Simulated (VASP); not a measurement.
Set up this calculation in VASP 6.6.1, as the native input.

| Property | Result |
| --- | --- |
| Task | single point |
| Functional | LDA |
| Potentials or basis | VASP PAW LDA potentials, release 64 (In_d) |
| Cutoff | 520 eV |
| k mesh | 11 × 11 × 11 |
| Occupations | fermi-dirac, width 0.05 eV |
| Spin | no spin polarisation |
| Dipole correction | no |
| Further INCAR settings | ALGO = Normal; EDIFF = 1e-06; NBANDS = 12 |

The structure of In lies in POSCAR:

```
In
1.0
   -1.6145604767      1.6145604767      2.4570974863
    1.6145604767     -1.6145604767      2.4570974863
    1.6145604767      1.6145604767     -2.4570974863
In
1
Direct
    0.0000000000      0.0000000000      0.0000000000
```

One way to write it, as run:

INCAR

```
PREC = Accurate
ENCUT = 520
EDIFF = 1E-6
ISMEAR = -1
SIGMA = 0.05
LREAL = F
LASPH = T
NELM = 60
ALGO = Normal
ISIF = 2
LWAVE = F
LCHARG = F
GGA = CA
NBANDS = 12
```

KPOINTS

```
Automatic mesh
0
Gamma
  11 11 11
```

Potentials or basis: VASP PAW LDA potentials, release 64 (In_d).

The run is started by

```sh
$ cat potpaw_LDA.64/In_d/POTCAR > POTCAR
$ mpirun -np 1 vasp_std > vasp.out
```

It gave:

| Quantity | Value |
| --- | --- |
| Pressure | -1.8 GPa |

Wall time 28 s on 1 thread of Intel(R) Xeon(R) Platinum 8259CL CPU @ 2.50GHz (Skylake/Cascade Lake), on a shared host, peak memory 0.16 GiB.
